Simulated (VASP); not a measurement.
# GaN: single point with r2SCAN

The system is GaN.

```
Ga N
1.0
     0.00000    2.34364    2.07322
     2.34364    0.00000    2.07322
     2.34364    2.34364    0.00000
Ga N
1 1
Direct
  0.00000 0.00000 0.00000
  0.75000 0.75000 0.75000
```

This cell differs from its parent crystal: strain +0.040 along x and y, -0.080 along z.

| Item | Value |
| --- | --- |
| Program | VASP 6.6.1 |
| Task | single point |
| Functional | r2SCAN |
| Potentials or basis | VASP PAW PBE potentials, release 64 (Ga_d, N) |
| Cutoff | 520 eV |
| k mesh | 10 × 10 × 10 |
| Occupations | gaussian, width 0.05 eV |
| Spin | no spin polarisation |

* Pressure: -0.3 GPa
* Band gap on the k mesh: 1.82 eV, direct

Stress tensor (GPa, compression positive):
```
-4.32  0.00  0.00
 0.00 -4.32  0.00
 0.00  0.00  7.64
```

Levels at points of the mesh, in eV from the valence-band top:
| k point | band 6 | band 7 | band 8 | band 9 | band 10 | band 11 | band 12 | band 13 |
| --- | --- | --- | --- | --- | --- | --- | --- | --- |
| (0.00, 0.00, 0.00) | -13.81 | -0.46 | -0.46 | 0.00 | 1.82 | 10.59 | 10.97 | 10.97 |
| (0.50, 0.00, 0.00) | -12.68 | -7.44 | -1.72 | -0.89 | 4.57 | 9.26 | 9.85 | 12.08 |
| (0.50, 0.50, 0.00) | -11.88 | -5.61 | -3.68 | -3.68 | 3.09 | 5.56 | 13.53 | 14.22 |
| (0.50, 0.00, 0.50) | -12.51 | -6.95 | -2.75 | -2.65 | 3.81 | 7.70 | 11.66 | 13.45 |

It took 3.7 min on 1 thread of AMD EPYC 7R13 Processor (Zen 3), on a shared host, peak memory 0.14 GiB.

Caveat: the cell differs from its parent crystal (strain +0.040 along x and y, -0.080 along z); the PAW data sets were made with another functional, which shifts forces and pressure a little.
